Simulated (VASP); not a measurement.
Input of a VASP 6.6.1 run:

Contents of INCAR:

```
SYSTEM = AgCl
PREC = Accurate
ENCUT = 500
EDIFF = 1E-6
ISMEAR = 0
SIGMA = 0.01
LREAL = .False.
LASPH = .True.
NELM = 120
ALGO = Normal
ISIF = 2
LWAVE = .False.
LCHARG = .False.
GGA = PE
NBANDS = 16
GGA_COMPAT = .False.
```

File KPOINTS:

```
Automatic mesh
0
Gamma
  6 6 6
  0 0 0
```

Contents of POSCAR:

```
AgCl
1.0
    0.0000000000      2.7773627607      2.7773627607
    2.7773627607      0.0000000000      2.7773627607
    2.7773627607      2.7773627607      0.0000000000
Ag Cl
1 1
Direct
    0.0000000000      0.0000000000      0.0000000000
    0.5000000000      0.5000000000      0.5000000000
```

Potentials or basis: VASP PAW PBE potentials, release 64 (Ag, Cl).

Command:

```bash
$ cat potpaw_PBE.64/Ag/POTCAR potpaw_PBE.64/Cl/POTCAR > POTCAR
$ mpirun -np 1 vasp_std > vasp.out
```

(1) Predict the pressure.

(2) Predict the band gap on the k mesh.

## Answers

(1) 1.3 GPa.

(2) 0.91 eV (least direct gap 3.21 eV).
